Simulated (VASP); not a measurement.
Runs of VASP 6.6.1 on Rb3Zn. The structure is that of space group I4/mmm (No. 139), or close to it. The cells are those of the table. 

| cell | k mesh | smearing | further INCAR settings | gap on the mesh (eV) | pressure (GPa) |
| --- | --- | --- | --- | --- | --- |
| a = 7.722 Å, angles 132.0, 132.0, 70.2°, 4 atoms | 7 × 7 × 7 | methfessel-paxton 0.1 eV | ALGO = Fast; EDIFF = 1e-06; NBANDS = 28 | none | 0.1 |
| a = 7.722 Å, angles 132.0, 132.0, 70.2°, 4 atoms | 6 × 6 × 6 | gaussian 0.05 eV | ALGO = Fast; EDIFF = 1e-07; NBANDS = 28 | none | 0.1 |
| a = 7.722 Å, angles 132.0, 132.0, 70.2°, 4 atoms | 7 × 7 × 7 | gaussian 0.05 eV | ALGO = Fast; EDIFF = 1e-06; NBANDS = 28 | none | 0.1 |
| a = 7.722 Å, angles 132.0, 132.0, 70.2°, 4 atoms | 8 × 8 × 8 | methfessel-paxton 0.1 eV | ALGO = Fast; EDIFF = 1e-07; NBANDS = 28 | none | 0.1 |
| a = 7.617 Å, angles 132.0, 132.0, 70.2°, 4 atoms | 6 × 6 × 6 | fermi-dirac 0.05 eV | ALGO = Fast; EDIFF = 1e-06; NBANDS = 28 | none | 0.2 |
| a = 7.773 Å, angles 132.0, 132.0, 70.2°, 4 atoms | 6 × 6 × 6 | fermi-dirac 0.05 eV | ALGO = Fast; EDIFF = 1e-07; NBANDS = 28 | none | 0.0 |
| a = 7.722 Å, angles 132.0, 132.0, 70.2°, 4 atoms | 6 × 6 × 6 | methfessel-paxton 0.1 eV | ALGO = Fast; EDIFF = 1e-06; NBANDS = 28 | none | 0.1 |
| a = 7.670 Å, angles 132.0, 132.0, 70.2°, 4 atoms | 6 × 6 × 6 | fermi-dirac 0.05 eV | ALGO = Fast; EDIFF = 1e-07; NBANDS = 28 | none | 0.1 |
| a = 7.722 Å, angles 132.0, 132.0, 70.2°, 4 atoms | 6 × 6 × 6 | fermi-dirac 0.05 eV | ALGO = Fast; EDIFF = 1e-07; NBANDS = 28 | none | 0.1 |
| a = 7.564 Å, angles 132.0, 132.0, 70.2°, 4 atoms | 6 × 6 × 6 | fermi-dirac 0.05 eV | ALGO = Fast; EDIFF = 1e-07; NBANDS = 28 | none | (a) |
| a = 7.873 Å, angles 132.0, 132.0, 70.2°, 4 atoms | 6 × 6 × 6 | fermi-dirac 0.05 eV | ALGO = Fast; EDIFF = 1e-06; NBANDS = 28 | none | -0.1 |
| a = 7.823 Å, angles 132.0, 132.0, 70.2°, 4 atoms | 6 × 6 × 6 | fermi-dirac 0.05 eV | ALGO = Fast; EDIFF = 1e-06; NBANDS = 28 | none | -0.1 |

Alike in all rows: task single point; level PBE; potentials or basis VASP PAW PBE potentials, release 64 (Rb_sv, Zn); no spin polarisation; cutoff (eV) 520.

Task: Fill in the values left out.

Result: (a) 0.3.

A k mesh can miss the band edges, and the runs leave out spin-orbit coupling on Rb.

A gap of «none» marks levels without a gap at the run's occupations.
